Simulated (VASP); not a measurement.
# SnO2 (I4_1/amd) in VASP: a series of runs

SnO2 is run at these levels: PBE, r2SCAN; tasks: single point.

All numbers are computed with VASP 6.6.1; they aren't measurements. Logs are shortened: lines on timing, memory, paths and dates and some standing lists are left out, and cuts for length are marked.

## Step 1: The cell of the first run

Symmetry: I4_1/amd, No. 141, tetragonal system. The conventional cell has a = 3.999 Å, b = 3.999 Å, c = 10.203 Å, α = 90.00°, β = 90.00°, γ = 90.00°. Within 2.7 Å of Sn (site symmetry -4m2) lie 6 O at 2.05 to 2.08 Å. O (site symmetry 2mm) has 3 Sn at 2.05 to 2.08 Å and 2 O at 2.56 Å within 2.7 Å.

## Step 2: Single point, PBE

INCAR

```
SYSTEM = SnO2
ALGO     = Normal         ! electronic algorithm
EDIFF    = 1E-6           ! SCF threshold, eV
ENCUT    = 520            ! plane-wave cutoff, eV
GGA      = PE             ! functional
ISIF     = 2              ! what is computed and relaxed
ISMEAR   = 0              ! smearing method
LASPH    = .True.         ! aspherical terms in the spheres
LCHARG   = .False.        ! write CHGCAR
LREAL    = .False.        ! projectors in reciprocal space
LWAVE    = .False.        ! write WAVECAR
NBANDS   = 35             ! bands
NELM     = 100            ! most SCF steps
PREC     = Accurate       ! precision mode
SIGMA    = 0.01           ! smearing width, eV
```

KPOINTS

```
k-points
0
Gamma
  10 10 10
  0 0 0
```

POSCAR

```
SnO2
1.0
   -1.9996340711      1.9996340711      5.1012675743
    1.9996340711     -1.9996340711      5.1012675743
    1.9996340711      1.9996340711     -5.1012675743
Sn O
2 4
Direct
    0.7500000000      0.2500000000      0.5000000000
    0.0000000000      0.0000000000      0.0000000000
    0.5463402359      0.0463402359      0.5000000000
    0.7963402359      0.7963402359      0.0000000000
    0.2036597641      0.2036597641      0.0000000000
    0.9536597641      0.4536597641      0.5000000000
```

Potentials or basis: VASP PAW PBE potentials, release 64 (Sn_d, O).

Launch:

```bash
cat potpaw_PBE.64/Sn_d/POTCAR potpaw_PBE.64/O/POTCAR > POTCAR
mpirun -np 1 vasp_std > vasp.out
```

OUTCAR:

```text
SYSTEM = SnO2
   EDIFF = 1E-6
   ENCUT = 520
   GGA = PE
   ISIF = 2
   ISMEAR = 0
   LASPH = .True.
   LREAL = .False.
   NELM = 100
   PREC = Accurate

 ion  position               nearest neighbor table
   1  0.750  0.250  0.500-   4 2.05   5 2.05   4 2.05   5 2.05   3 2.08   6 2.08   2 3.24   2 3.24
                             2 3.24   2 3.24
   2  0.000  0.000  0.000-   3 2.05   6 2.05   3 2.05   6 2.05   5 2.08   4 2.08   1 3.24   1 3.24
                             1 3.24   1 3.24
   3  0.546  0.046  0.500-   2 2.05   2 2.05   1 2.08
   4  0.796  0.796  0.000-   1 2.05   1 2.05   2 2.08
   5  0.204  0.204  0.000-   1 2.05   1 2.05   2 2.08
   6  0.954  0.454  0.500-   2 2.05   2 2.05   1 2.08

  LATTYP: Found a body centered tetragonal cell.
 ALAT       =     3.9992681422
 C/A-ratio  =     2.5511005479

  Lattice vectors:

 A1 = (  -1.9996340711,   1.9996340711,   5.1012675743)
 A2 = (   1.9996340711,  -1.9996340711,   5.1012675743)
 A3 = (   1.9996340711,   1.9996340711,  -5.1012675743)

Analysis of symmetry for initial positions (statically):
=====================================================================
 Subroutine PRICEL returns:
 Original cell was already a primitive cell.

 Routine SETGRP: Setting up the symmetry group for a
 body centered tetragonal supercell.

 Subroutine GETGRP returns: Found 16 space group operations
 (whereof  8 operations were pure point group operations)
 out of a pool of 16 trial point group operations.

The static configuration has the point symmetry D_2d.
 The point group associated with its full space group is D_4h.

Analysis of symmetry for dynamics (positions and initial velocities):
=====================================================================
 Subroutine PRICEL returns:
 Original cell was already a primitive cell.

 Routine SETGRP: Setting up the symmetry group for a
 body centered tetragonal supercell.

 Subroutine GETGRP returns: Found 16 space group operations
 (whereof  8 operations were pure point group operations)
 out of a pool of 16 trial point group operations.

The dynamic configuration has the point symmetry D_2d.
 The point group associated with its full space group is D_4h.

 Subroutine INISYM returns: Found 16 space group operations
 (whereof  8 operations are pure point group operations),
 and found     1 'primitive' translations

----------------------------------------------------------------------------------------
[... 99 lines left out ...]
   ENCUT  =  520.0 eV  38.22 Ry    6.18 a.u.  10.84 10.84 10.84*2*pi/ulx,y,z
   NELM   =    100;   NELMIN=  2; NELMDL= -5     # of ELM steps
   EDIFF  = 0.1E-05   stopping-criterion for ELM
   LREAL  =      F    real-space projection
   EDIFFG = 0.1E-04   stopping-criterion for IOM
   NSW    =      0    number of steps for IOM
   IBRION =     -1    ionic relax: 0-MD 1-quasi-New 2-CG
   NFREE  =      0    steps in history (QN), initial steepest desc. (CG)
   ISIF   =      2    stress and relaxation
   ISYM   =      2    0-nonsym 1-usesym 2-fastsym
   POTIM  = 0.5000    time-step for ionic-motion
   TEBEG  =    0.0;   TEEND  =   0.0 temperature during run
   PSTRESS=    0.0 pullay stress
   NELECT =      52.0000    total number of electrons
   NUPDOWN=      -1.0000    fix difference up-down
   EMIN   =  10.00;   EMAX   =-10.00  energy-range for DOS
   EFERMI =   0.00;   METHOD = LEGACY
   ISMEAR =     0;   SIGMA  =   0.01  broadening in eV -4-tet -1-fermi 0-gaus
   EFERMI_NEDOS =   21; number of points for ismear=-14 and -15
   IALGO  =     38    algorithm
   IMIX   =      4    mixing-type and parameters
     AMIX     =   0.40;   BMIX     =  1.00
     AMIX_MAG =   1.60;   BMIX_MAG =  1.00
  volume/ion in A,a.u.               =      13.60        91.77
  Fermi-wavevector in a.u.,A,eV,Ry     =   1.408844  2.662329 27.005405  1.984841
  Thomas-Fermi vector in A             =   2.530960
   LORBIT       =      0    0 simple, 1 ext, 2 COOP (PROOUT), +10 PAW based schemes
   GGA     = PE    functional components
   LHFCALC =     F    Hartree Fock is set to
   AEXX    =    0.0000 exact exchange contribution
   IVDW    =     0    specifies the selected vdW correction
   LEPSILON=     F    determine dielectric tensor
   LRPA    =     F    only Hartree local field effects (RPA)
 non-spin polarized calculation
 Gauss-broadening in eV      SIGMA  =   0.01
  energy-cutoff  :      520.00
  volume of cell :       81.59
 maximum number of plane-waves:      2242
 NGX is ok and might be reduce to    48
   NGX = 21   NGY = 21   NGZ = 21

 number of electron      52.0000004 magnetization

 Free energy of the ion-electron system (eV)
  ---------------------------------------------------
  ext. energy  EPLUGINS =         0.00000000
  ---------------------------------------------------
  free energy    TOTEN  =       -36.88512975 eV

  energy without entropy =      -36.88512975  energy(sigma->0) =      -36.88512975

 E-fermi :   4.1534     XC(G=0): -10.3144

 val. band max:        4.0976360166   @ k =   0.3000   0.3000   0.2000
 cond. band min:       5.7974205105   @ k =   0.0000   0.0000   0.0000
 fundamental gap:      1.6997844939
 Fermi energy:         4.1533578377

 k-point     1 :       0.0000    0.0000    0.0000
  band No.  band energies     occupation
      1     -16.3165      2.00000
      2     -16.2914      2.00000
      3     -16.1548      2.00000
      4     -15.5813      2.00000
      5     -15.4802      2.00000
      6     -15.4802      2.00000
[... 901 lines left out ...]
     34      15.5051      0.00000
     35      16.8762      0.00000

 [... further k-points ...]
[... 5 lines left out ...]
  --------------------------------------------------------------------------------------
  -------------------------------------------------------------------------------------
  Total        3.6614038      3.6614038      3.9508363      0.0000000     -0.0000000      0.0000000
  in kB       71.8983723     71.8983723     77.5819096      0.0000000     -0.0000000      0.0000000
  external PRESSURE =      73.7928847 kB  Pullay stress =       0.0000000 kB

 VOLUME and BASIS-vectors are now :
 -----------------------------------------------------------------------------
  energy-cutoff  :      520.00
  volume of cell :       81.59
      direct lattice vectors                 reciprocal lattice vectors
    -1.999634071  1.999634071  5.101267574     0.000000000  0.250045749  0.098014855
     1.999634071 -1.999634071  5.101267574     0.250045749  0.000000000  0.098014855
     1.999634071  1.999634071 -5.101267574     0.250045749  0.250045749  0.000000000

 POSITION                                       TOTAL-FORCE (eV/Angst)
 -----------------------------------------------------------------------------------
      0.00000      1.99963      2.55063         0.000000      0.000000      0.000000
      0.00000      0.00000      0.00000         0.000000      0.000000      0.000000
      0.00000      1.99963      0.47279         0.000000      0.000000     -0.119734
      0.00000      0.00000      8.12469        -0.000000     -0.000000     -0.119734
      0.00000      0.00000      2.07785        -0.000000     -0.000000      0.119734
     -0.00000      1.99963      4.62848        -0.000000     -0.000000      0.119734
 -----------------------------------------------------------------------------------
    total drift:                                0.000000     -0.000000      0.000000

  FREE ENERGIE OF THE ION-ELECTRON SYSTEM (eV)
  ---------------------------------------------------
  free  energy   TOTEN  =       -36.8851297514 eV

  energy  without entropy=      -36.8851297514  energy(sigma->0) =      -36.88512975
```

OSZICAR:

```text
N       E                     dE             d eps       ncg     rms          rms(c)
DAV:   1     0.656138688748E+03    0.65614E+03   -0.25521E+04  7783   0.224E+03
DAV:   2     0.631645682659E+02   -0.59297E+03   -0.55773E+03  7815   0.611E+02
DAV:   3    -0.378059540351E+02   -0.10097E+03   -0.99233E+02  7843   0.212E+02
DAV:   4    -0.431798212925E+02   -0.53739E+01   -0.53336E+01  8929   0.537E+01
DAV:   5    -0.433225096290E+02   -0.14269E+00   -0.14248E+00  8713   0.915E+00    0.162E+01
DAV:   6    -0.367676907968E+02    0.65548E+01   -0.18816E+01 11528   0.668E+01    0.615E+00
DAV:   7    -0.369103468281E+02   -0.14266E+00   -0.23154E+00  7873   0.829E+00    0.328E+00
DAV:   8    -0.368933445471E+02    0.17002E-01   -0.21257E-01 10482   0.488E+00    0.797E-01
DAV:   9    -0.368838539698E+02    0.94906E-02   -0.54303E-02 11306   0.359E+00    0.146E-01
DAV:  10    -0.368849076334E+02   -0.10537E-02   -0.49057E-03  9492   0.655E-01    0.498E-02
DAV:  11    -0.368851258327E+02   -0.21820E-03   -0.45682E-04 10118   0.188E-01    0.165E-02
DAV:  12    -0.368851336971E+02   -0.78644E-05   -0.47447E-05  8714   0.440E-02    0.164E-02
DAV:  13    -0.368851297762E+02    0.39209E-05   -0.20450E-05 10084   0.732E-02    0.235E-03
DAV:  14    -0.368851297514E+02    0.24797E-07   -0.21571E-06  6931   0.142E-02
   1 F= -.36885130E+02 E0= -.36885130E+02  d E =-.170093E-17
```

stdout:

```text
POSCAR found type information on POSCAR SnO
 POSCAR found :  2 types and       6 ions
 scaLAPACK will be used
 LDA part: xc-table for (Slater+PW92), standard interpolation
 POSCAR, INCAR and KPOINTS ok, starting setup
 FFT: planning ... GRIDC
 FFT: planning ... GRID_SOFT
 FFT: planning ... GRID
 WAVECAR not read
 entering main loop
```

Wall time 11 min (1 thread of Intel Xeon Platinum 8375C at 2.90GHz (Ice Lake), shared host); peak memory 0.46 GiB.

Results:

| Quantity | Value |
| --- | --- |
| Free energy | -36.8851 eV |
| Pressure | 7.4 GPa |
| Largest force | 0.120 eV/Å |
| Band gap on the k mesh | 1.70 eV, indirect (least direct gap 2.09 eV) |

Forces in eV/Å, atoms in the order of the input:
```
Sn   0.000  0.000  0.000
Sn   0.000  0.000  0.000
O    0.000  0.000 -0.120
O    0.000  0.000 -0.120
O    0.000  0.000  0.120
O    0.000  0.000  0.120
```

Caveat: spin-orbit coupling is left out, which moves the levels of the heavy elements. A k mesh can miss the band edges.

## Step 3: Single point, r2SCAN

POSCAR is that of step 2.

INCAR.step1

```
PREC = Accurate
ENCUT = 520
ISMEAR = 0
SIGMA = 0.01
LREAL = F
LASPH = T
NELM = 60
NBANDS = 35
GGA = PE
ALGO = Normal
EDIFF = 1E-4
LWAVE = T
LCHARG = F
```

INCAR.step2

```
PREC = Accurate
ENCUT = 520
EDIFF = 1E-6
ISMEAR = 0
SIGMA = 0.01
LREAL = F
LASPH = T
NELM = 60
ALGO = Normal
ISIF = 2
LWAVE = F
LCHARG = T
METAGGA = R2SCAN
LMIXTAU = T
LELF = T
LVHAR = T
NBANDS = 35
ISTART = 1
```

KPOINTS

```
regular mesh
0
Gamma
  10 10 10
```

Potentials or basis: VASP PAW PBE potentials, release 64 (Sn_d, O).

Launch:

```bash
cat potpaw_PBE.64/Sn_d/POTCAR potpaw_PBE.64/O/POTCAR > POTCAR
cp INCAR.step1 INCAR
mpirun -np 1 vasp_std > vasp.out
cp INCAR.step2 INCAR
mpirun -np 1 vasp_std > vasp.out
```

Run time: 50 min. Hardware: 1 thread of Intel Xeon Platinum 8375C at 2.90GHz (Ice Lake), shared host; peak memory 0.49 GiB.

Results (log left out):

* Free energy: -84.1061 eV
* Pressure: 1.0 GPa
* Largest force: 0.042 eV/Å
* Band gap on the k mesh: 2.36 eV, indirect (least direct gap 2.77 eV)

Forces in eV/Å, atoms in the order of the input:
```
Sn   0.000  0.000  0.000
Sn   0.000  0.000  0.000
O    0.000  0.000 -0.042
O    0.000  0.000 -0.042
O    0.000  0.000  0.042
O    0.000  0.000  0.042
```

Stress tensor (GPa, compression positive):
```
0.87 0.00 0.00
0.00 0.87 0.00
0.00 0.00 1.31
```

Levels at points of the mesh, in eV from the valence-band top:
```
           k point  band 23  band 24  band 25  band 26  band 27  band 28  band 29  band 30
(0.00, 0.00, 0.00)    -0.67    -0.67    -0.41    -0.41     2.36     6.40     9.99    10.65
(0.50, 0.00, 0.00)    -0.80    -0.79    -0.58    -0.35     5.77     7.11     8.66     9.48
(0.50, 0.50, 0.00)    -0.77    -0.77    -0.04    -0.04     8.25     8.25     8.51     8.51
(0.50, 0.50, 0.50)    -1.04    -1.04    -0.30    -0.30     5.04     5.04     8.32     8.32
```

Caveat: the PAW data sets were made with another functional, which shifts forces and pressure a little; spin-orbit coupling is left out, which moves the levels of the heavy elements. r2SCAN opens gaps a little over a GGA but as a rule still falls short of measured ones.
